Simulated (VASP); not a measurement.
**Zr3B: relaxation of cell and atoms with PBE**

Zr3B:

```
Zr B
1.0
     4.70411    0.00000    0.00000
     0.00000    4.70411    0.00000
     0.00000    0.00000    4.70411
Zr B
6 2
Direct
  0.25000 0.00000 0.50000
  0.50000 0.75000 0.00000
  0.75000 0.00000 0.50000
  0.50000 0.25000 0.00000
  0.00000 0.50000 0.75000
  0.00000 0.50000 0.25000
  0.00000 0.00000 0.00000
  0.50000 0.50000 0.50000
```

```yaml
Program: VASP 6.6.1
Task: relaxation of cell and atoms
Functional: PBE
Potentials_or_basis: VASP PAW PBE potentials, release 64 (Zr_sv, B)
Cutoff: 600 eV
k_mesh: 4 × 4 × 4
Occupations: gaussian, width 0.1 eV
Spin: no spin polarisation
Dipole_correction: no
Further_INCAR_settings: ALGO = Fast; EDIFF = 1e-06; IBRION = 2; EDIFFG = -0.04; NSW = 90; ISIF = 3
```

```json
{
  "Relaxed volume": "18.33 Å³/atom",
  "Relaxed cell": "a = 5.274 Å, b = 5.274 Å, c = 5.274 Å, α = 90.00°, β = 90.00°, γ = 90.00°",
  "Space group after relaxing (to 0.05 Å)": "Pm-3n (No. 223)",
  "Energy gained by relaxing": "950.1 meV/atom",
  "Ionic steps": "7",
  "Pressure after relaxing": "0.1 GPa",
  "Band gap on the k mesh": "zero (band 39 reaches 10.01 eV, above the bottom of band 40 at 8.72 eV)"
}
```

The path:
| step | energy change (eV) | largest force (eV/Å) | pressure (GPa) | volume (Å³) |
| --- | --- | --- | --- | --- |
| 1 | 0.0000 | 0.0000 | 75.69 | 104.10 |
| 2 | 88.1144 | 0.0000 | -9.89 | 226.88 |
| 3 | -2.6954 | 0.0000 | -16.64 | 194.08 |
| 4 | -6.9525 | 0.0000 | -10.34 | 164.04 |
| 5 | -7.4635 | 0.0000 | 6.34 | 139.54 |
| 6 | -7.5991 | 0.0000 | -0.68 | 147.64 |
| 7 | -7.6010 | 0.0000 | 0.07 | 146.67 |

Final structure:
```yaml
crystal:
  lattice:
    - [5.27368, 0.00000, 0.00000]
    - [0.00000, 5.27368, 0.00000]
    - [0.00000, 0.00000, 5.27368]
  atoms:
    - { symbol: Zr, position: [0.25000, 0.00000, 0.50000] }
    - { symbol: Zr, position: [0.50000, 0.75000, 0.00000] }
    - { symbol: Zr, position: [0.75000, 0.00000, 0.50000] }
    - { symbol: Zr, position: [0.50000, 0.25000, 0.00000] }
    - { symbol: Zr, position: [0.00000, 0.50000, 0.75000] }
    - { symbol: Zr, position: [0.00000, 0.50000, 0.25000] }
    - { symbol: B, position: [0.00000, 0.00000, 0.00000] }
    - { symbol: B, position: [0.50000, 0.50000, 0.50000] }
```

Levels at points of the mesh, in eV from the Fermi level:
```
           k point  band 36  band 37  band 38  band 39  band 40  band 41  band 42  band 43
(0.00, 0.00, 0.00)    -1.19    -1.19    -1.19    -0.81     0.07     0.07     0.07     0.67
(0.50, 0.00, 0.00)    -0.82    -0.56    -0.56    -0.43    -0.43    -0.24    -0.24     0.38
(0.50, 0.50, 0.00)    -1.15    -1.13    -0.09     0.68     0.92     0.92     0.96     0.96
(0.50, 0.50, 0.50)    -0.99    -0.99    -0.99     0.85     0.85     0.85     0.85     1.07
```

It took 23 min on 1 thread of Intel(R) Xeon(R) Platinum 8488C (Sapphire Rapids) (shared host), peak memory 0.27 GiB.

Caveat: the volume moved by over 15 % at a fixed basis, so the end points are rough.
